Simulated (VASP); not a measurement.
# As (P6_3/mmc) in VASP: a series of runs

The runs below take As through single point, with PBEsol.

All numbers are computed with VASP 6.6.1; they aren't measurements. Logs are shortened: lines on timing, memory, paths and dates and some standing lists are left out, and cuts for length are marked.

## Step 1: The cell of the first run

It takes space group P6_3/mmc (No. 194, hexagonal). Conventional cell: a = 2.972 Å, b = 2.972 Å, c = 10.017 Å, α = 90.00°, β = 90.00°, γ = 120.00°. Within 3.9 Å of As (site symmetry -3m) lie 12 As at 2.97 to 3.04 Å. Within 3.9 Å of As (site symmetry -6m2) lie 12 As at 2.97 to 3.04 Å.

## Step 2: Single point, PBEsol (volume scaled by 1.04)

The input, INCAR:

```
SYSTEM = As
PREC     = Accurate       ! precision mode
ENCUT    = 520            ! plane-wave cutoff, eV
EDIFF    = 1E-6           ! SCF threshold, eV
ISMEAR   = -1             ! smearing method
SIGMA    = 0.1            ! smearing width, eV
LREAL    = .FALSE.        ! projectors in reciprocal space
LASPH    = .TRUE.         ! aspherical terms in the spheres
NELM     = 100            ! most SCF steps
ALGO     = Normal         ! electronic algorithm
ISIF     = 2              ! what is computed and relaxed
LWAVE    = .FALSE.        ! write WAVECAR
LCHARG   = .FALSE.        ! write CHGCAR
GGA      = PS             ! functional
NBANDS   = 18             ! bands
```

The input, KPOINTS:

```
Automatic mesh
0
G
  14 14 4
  0 0 0
```

The input, POSCAR:

```
As
1.0
    2.9720007908      0.0000000000      0.0000000000
   -1.4860003954      2.5738281849      0.0000000000
    0.0000000000      0.0000000000     10.0173902788
As
4
Direct
    0.0000000000      0.0000000000      1.0000000000
    0.0000000000      0.0000000000      0.5000000000
    0.3333333333      0.6666666667      0.2500000000
    0.6666666667      0.3333333333      0.7500000000
```

Potentials or basis: VASP PAW PBE potentials, release 64 (As).

Started as:

```
$ cat potpaw_PBE.64/As/POTCAR > POTCAR
$ mpirun -np 1 vasp_std > vasp.out
```

OUTCAR:

```text
SYSTEM = As
   PREC = Accurate
   ENCUT = 520
   EDIFF = 1E-6
   ISMEAR = -1
   LREAL = .FALSE.
   LASPH = .TRUE.
   NELM = 100
   ISIF = 2
   GGA = PS

 ion  position               nearest neighbor table
   1  0.000  0.000  0.000-
   2  0.000  0.000  0.500-
   3  0.333  0.667  0.250-
   4  0.667  0.333  0.750-

  LATTYP: Found a hexagonal cell.
 ALAT       =     2.9720007908
 C/A-ratio  =     3.3705880260

  Lattice vectors:

 A1 = (   2.9720007908,   0.0000000000,   0.0000000000)
 A2 = (  -1.4860003954,   2.5738281849,   0.0000000000)
 A3 = (   0.0000000000,   0.0000000000,  10.0173902788)

Analysis of symmetry for initial positions (statically):
=====================================================================
 Subroutine PRICEL returns:
 Original cell was already a primitive cell.

 Routine SETGRP: Setting up the symmetry group for a
 hexagonal supercell.

 Subroutine GETGRP returns: Found 24 space group operations
 (whereof 12 operations were pure point group operations)
 out of a pool of 24 trial point group operations.

The static configuration has the point symmetry D_3d.
 The point group associated with its full space group is D_6h.

Analysis of symmetry for dynamics (positions and initial velocities):
=====================================================================
 Subroutine PRICEL returns:
 Original cell was already a primitive cell.

 Routine SETGRP: Setting up the symmetry group for a
 hexagonal supercell.

 Subroutine GETGRP returns: Found 24 space group operations
 (whereof 12 operations were pure point group operations)
 out of a pool of 24 trial point group operations.

The dynamic configuration has the point symmetry D_3d.
 The point group associated with its full space group is D_6h.

 Subroutine INISYM returns: Found 24 space group operations
 (whereof 12 operations are pure point group operations),
 and found     1 'primitive' translations

----------------------------------------------------------------------------------------

                                     Primitive cell

  volume of cell :      76.6272

  direct lattice vectors                    reciprocal lattice vectors
     2.972000791  0.000000000  0.000000000     0.336473666  0.194263161  0.000000000
    -1.486000395  2.573828185  0.000000000     0.000000000  0.388526323  0.000000000
     0.000000000  0.000000000 10.017390279     0.000000000  0.000000000  0.099826399

  length of vectors
     2.972000791  2.972000791 10.017390279     0.388526323  0.388526323  0.099826399

  position of ions in fractional coordinates (direct lattice)
     0.000000000  0.000000000  0.000000000
     0.000000000  0.000000000  0.500000000
     0.333333333  0.666666667  0.250000000
     0.666666667  0.333333333  0.750000000

  ion indices of the primitive-cell ions
   primitive index   ion index
                 1           1
                 2           2
                 3           3
                 4           4

----------------------------------------------------------------------------------------

 KPOINTS: Automatic mesh

Automatic generation of k-mesh.
 Grid dimensions read from file:
 generate k-points for:   14   14    4

 Generating k-lattice:

  Cartesian coordinates                     Fractional coordinates (reciprocal lattice)
     0.024033833  0.013875940  0.000000000     0.071428571  0.000000000  0.000000000
     0.000000000  0.027751880  0.000000000     0.000000000  0.071428571  0.000000000
     0.000000000  0.000000000  0.024956600     0.000000000  0.000000000  0.250000000

  Length of vectors
     0.027751880  0.027751880  0.024956600

  Shift w.r.t. Gamma in fractional coordinates (k-lattice)
     0.000000000  0.000000000  0.000000000

 Subroutine IBZKPT returns following result:
 ===========================================

 Found     72 irreducible k-points:

 Following reciprocal coordinates:
            Coordinates               Weight
  0.000000  0.000000  0.000000      1.000000
  0.071429  0.000000  0.000000      6.000000
  0.142857  0.000000  0.000000      6.000000
  0.214286 -0.000000  0.000000      6.000000
  0.285714  0.000000  0.000000      6.000000
  0.357143 -0.000000  0.000000      6.000000
[... 16 lines left out ...]
  0.285714  0.285714  0.000000      6.000000
  0.357143  0.285714  0.000000      6.000000
 [... further k-points ...]
   k-points           NKPTS =     72   k-points in BZ     NKDIM =     72   number of bands    NBANDS=     18
   number of dos      NEDOS =    301   number of ions     NIONS =      4
   total plane-waves  NPLWV =  46080
   dimension x,y,z NGX =    24 NGY =   24 NGZ =   80
   dimension x,y,z NGXF=    48 NGYF=   48 NGZF=  160
   ions per type =               4
   NGX,Y,Z   is equivalent  to a cutoff of  13.42, 13.42, 13.28 a.u.
   NGXF,Y,Z  is equivalent  to a cutoff of  26.85, 26.85, 26.55 a.u.
 SYSTEM =  As
   PREC   = accura    normal or accurate (medium, high low for compatibility)
   ISTART =      0    job   : 0-new  1-cont  2-samecut
   ICHARG =      2    charge: 1-file 2-atom 10-const
   ISPIN  =      1    spin polarized calculation?
   LNONCOLLINEAR =      F non collinear calculations
   LSORBIT =      F    spin-orbit coupling
   LASPH  =      T    aspherical Exc in radial PAW
   ENCUT  =  520.0 eV  38.22 Ry    6.18 a.u.   5.53  5.53 18.63*2*pi/ulx,y,z
   NELM   =    100;   NELMIN=  2; NELMDL= -5     # of ELM steps
   EDIFF  = 0.1E-05   stopping-criterion for ELM
   LREAL  =      F    real-space projection
   EDIFFG = 0.1E-04   stopping-criterion for IOM
   NSW    =      0    number of steps for IOM
   IBRION =     -1    ionic relax: 0-MD 1-quasi-New 2-CG
   NFREE  =      0    steps in history (QN), initial steepest desc. (CG)
   ISIF   =      2    stress and relaxation
   ISYM   =      2    0-nonsym 1-usesym 2-fastsym
   POTIM  = 0.5000    time-step for ionic-motion
   TEBEG  =    0.0;   TEEND  =   0.0 temperature during run
   PSTRESS=    0.0 pullay stress
   NELECT =      20.0000    total number of electrons
   NUPDOWN=      -1.0000    fix difference up-down
   EMIN   =  10.00;   EMAX   =-10.00  energy-range for DOS
   EFERMI =   0.00;   METHOD = LEGACY
   ISMEAR =    -1;   SIGMA  =   0.10  broadening in eV -4-tet -1-fermi 0-gaus
   EFERMI_NEDOS =   21; number of points for ismear=-14 and -15
   IALGO  =     38    algorithm
   IMIX   =      4    mixing-type and parameters
     AMIX     =   0.40;   BMIX     =  1.00
     AMIX_MAG =   1.60;   BMIX_MAG =  1.00
  volume/ion in A,a.u.               =      19.16       129.28
  Fermi-wavevector in a.u.,A,eV,Ry     =   1.046222  1.977073 14.892669  1.094580
  Thomas-Fermi vector in A             =   2.181051
   LORBIT       =      0    0 simple, 1 ext, 2 COOP (PROOUT), +10 PAW based schemes
   GGA     = PS    functional components
   LHFCALC =     F    Hartree Fock is set to
   AEXX    =    0.0000 exact exchange contribution
   IVDW    =     0    specifies the selected vdW correction
   LEPSILON=     F    determine dielectric tensor
   LRPA    =     F    only Hartree local field effects (RPA)
 non-spin polarized calculation
  energy-cutoff  :      520.00
  volume of cell :       76.63
 maximum number of plane-waves:      2105
 NGX is ok and might be reduce to    24
   NGX = 11   NGY = 11   NGZ = 37

 number of electron      20.0000001 magnetization

 Free energy of the ion-electron system (eV)
  ---------------------------------------------------
  ext. energy  EPLUGINS =         0.00000000
  ---------------------------------------------------
  free energy    TOTEN  =       -18.65396533 eV

  energy without entropy =      -18.58575061  energy(sigma->0) =      -18.61985797

 E-fermi :   6.3868     XC(G=0): -10.8431

 val. band max:        6.3509492431   @ k =   0.2857   0.0000   0.0000
 cond. band min:       6.4011499467   @ k =   0.4286   0.0714   0.0000
 fundamental gap:      0.0502007036
 Fermi energy:         6.3867524609

 k-point     1 :       0.0000    0.0000    0.0000
  band No.  band energies     occupation
      1      -8.7553      2.00000
      2      -7.4010      2.00000
      3      -7.3890      2.00000
      4      -4.7021      2.00000
      5      -0.4362      2.00000
      6       4.9642      2.00000
[... 10 lines left out ...]
     17      16.3300      0.00000
     18      16.9894      0.00000

 k-point     2 :       0.0714    0.0000    0.0000
  band No.  band energies     occupation
      1      -8.6465      2.00000
      2      -7.2940      2.00000
      3      -7.2821      2.00000
      4      -4.6043      2.00000
      5      -0.3251      2.00000
      6       5.0418      2.00000
[... 10 lines left out ...]
     17      16.6196      0.00000
     18      17.2165      0.00000

 k-point     3 :       0.1429    0.0000    0.0000
  band No.  band energies     occupation
      1      -8.3212      2.00000
      2      -6.9746      2.00000
      3      -6.9630      2.00000
      4      -4.3153      2.00000
      5       0.0063      2.00000
      6       5.2382      1.99998
[... 10 lines left out ...]
     17      15.3684      0.00000
     18      16.1542      0.00000

 k-point     4 :       0.2143   -0.0000    0.0000
  band No.  band energies     occupation
      1      -7.7835      2.00000
      2      -6.4493      2.00000
      3      -6.4384      2.00000
      4      -3.8525      2.00000
      5       0.5513      2.00000
      6       5.1290      1.99999
[... 10 lines left out ...]
     17      14.1422      0.00000
     18      15.0121      0.00000

 k-point     5 :       0.2857    0.0000    0.0000
  band No.  band energies     occupation
      1      -7.0429      2.00000
      2      -5.7332      2.00000
      3      -5.7244      2.00000
      4      -3.2653      2.00000
      5       1.2881      2.00000
      6       3.3169      2.00000
[... 10 lines left out ...]
     17      13.1814      0.00000
     18      14.1760      0.00000

 k-point     6 :       0.3571   -0.0000    0.0000
  band No.  band energies     occupation
      1      -6.1227      2.00000
      2      -4.8672      2.00000
      3      -4.8665      2.00000
      4      -2.7070      2.00000
      5       1.6120      2.00000
      6       1.9175      2.00000
[... 10 lines left out ...]
     17      12.5063      0.00000
     18      13.2472      0.00000

 k-point     7 :       0.4286   -0.0000    0.0000
  band No.  band energies     occupation
      1      -5.0935      2.00000
      2      -4.0328      2.00000
      3      -3.9816      2.00000
      4      -2.5703      2.00000
      5       0.4068      2.00000
      6       0.8000      2.00000
[... 10 lines left out ...]
     17      12.1079      0.00000
     18      12.5124      0.00000

 k-point     8 :       0.5000    0.0000    0.0000
  band No.  band energies     occupation
      1      -4.3687      2.00000
      2      -3.7956      2.00000
      3      -3.5193      2.00000
      4      -2.7345      2.00000
      5      -0.1616      2.00000
      6       0.1574      2.00000
[... 10 lines left out ...]
     17      11.9762      0.00000
     18      12.1850      0.00000
[... 229 lines left out ...]
     17      12.9527      0.00000
     18      14.1417      0.00000

 k-point    20 :       0.2143    0.2143    0.0000
  band No.  band energies     occupation
      1      -5.9139      2.00000
      2      -4.6673      2.00000
      3      -4.6640      2.00000
      4      -2.5322      2.00000
      5       2.4009      2.00000
      6       2.7572      2.00000
[... 10 lines left out ...]
     17      13.2954      0.00000
     18      15.8372      0.00000

 k-point    21 :       0.2857    0.2143    0.0000
  band No.  band energies     occupation
      1      -4.9544      2.00000
      2      -3.8375      2.00000
      3      -3.8240      2.00000
      4      -2.2675      2.00000
      5       1.5437      2.00000
      6       1.9344      2.00000
[... 10 lines left out ...]
     17      12.8725      0.00000
     18      15.0151      0.00000

 k-point    22 :       0.3571    0.2143    0.0000
  band No.  band energies     occupation
      1      -3.9910      2.00000
      2      -3.2761      2.00000
      3      -3.1487      2.00000
      4      -2.4623      2.00000
      5       0.7205      2.00000
      6       1.0508      2.00000
[... 10 lines left out ...]
     17      13.1290      0.00000
     18      14.0019      0.00000

 k-point    23 :       0.2857    0.2857    0.0000
  band No.  band energies     occupation
      1      -4.0073      2.00000
      2      -3.1649      2.00000
      3      -3.1171      2.00000
      4      -2.3645      2.00000
      5       1.2929      2.00000
      6       1.6135      2.00000
[... 10 lines left out ...]
     17      12.9496      0.00000
     18      14.4022      0.00000

 k-point    24 :       0.3571    0.2857    0.0000
  band No.  band energies     occupation
      1      -3.2936      2.00000
      2      -2.9898      2.00000
      3      -2.7951      2.00000
      4      -2.6422      2.00000
      5       1.1712      2.00000
      6       1.4844      2.00000
[... 10 lines left out ...]
     17      13.5138      0.00000
     18      13.7137      0.00000

 [... further k-points ...]
[... 5 lines left out ...]
  --------------------------------------------------------------------------------------
  -------------------------------------------------------------------------------------
  Total       -1.7370542     -1.7370542     -1.2446735      0.0000000     -0.0000000      0.0000000
  in kB      -36.3195847    -36.3195847    -26.0245337      0.0000000     -0.0000000      0.0000000
  external PRESSURE =     -32.8879010 kB  Pullay stress =       0.0000000 kB

 VOLUME and BASIS-vectors are now :
 -----------------------------------------------------------------------------
  energy-cutoff  :      520.00
  volume of cell :       76.63
      direct lattice vectors                 reciprocal lattice vectors
     2.972000791  0.000000000  0.000000000     0.336473666  0.194263161  0.000000000
    -1.486000395  2.573828185  0.000000000     0.000000000  0.388526323  0.000000000
     0.000000000  0.000000000 10.017390279     0.000000000  0.000000000  0.099826399

 POSITION                                       TOTAL-FORCE (eV/Angst)
 -----------------------------------------------------------------------------------
      0.00000      0.00000      0.00000        -0.000000      0.000000      0.000000
      0.00000      0.00000      5.00870        -0.000000      0.000000      0.000000
     -0.00000      1.71589      2.50435        -0.000000      0.000000     -0.000000
      1.48600      0.85794      7.51304         0.000000     -0.000000      0.000000
 -----------------------------------------------------------------------------------
    total drift:                               -0.000000      0.000000      0.000000

  FREE ENERGIE OF THE ION-ELECTRON SYSTEM (eV)
  ---------------------------------------------------
  free  energy   TOTEN  =       -18.6539653310 eV

  energy  without entropy=      -18.5857506053  energy(sigma->0) =      -18.61985797
```

Wall time 29 s (1 thread of Intel Xeon 6975P-C (Granite Rapids), shared host); peak memory 0.23 GiB.

Results:

- Free energy: -18.6540 eV
- Pressure: -3.3 GPa
- Band gap on the k mesh: zero (band 10 reaches 11.36 eV, above the bottom of band 11 at 3.74 eV)

Levels at points of the mesh, in eV from the Fermi level:
```tsv
k point	band 6	band 7	band 8	band 9	band 10	band 11	band 12	band 13	band 14	band 15
(0.00, 0.00, 0.00)	-1.42	-1.42	4.32	4.32	4.97	4.97	5.04	5.04	5.25	5.85
(0.50, 0.00, 0.00)	-6.23	-4.68	-4.16	-2.03	-1.16	0.77	1.78	2.00	2.02	2.79
(0.00, 0.00, 0.50)	-4.99	2.65	2.65	4.51	4.51	4.51	4.51	5.58	5.58	5.58
(0.50, 0.00, 0.50)	-5.95	-5.18	-5.18	-0.55	-0.55	1.10	1.10	1.11	1.11	3.25
```

Caveat: the PAW data sets were made with another functional, which shifts forces and pressure a little.

[end of part 1 of 2]
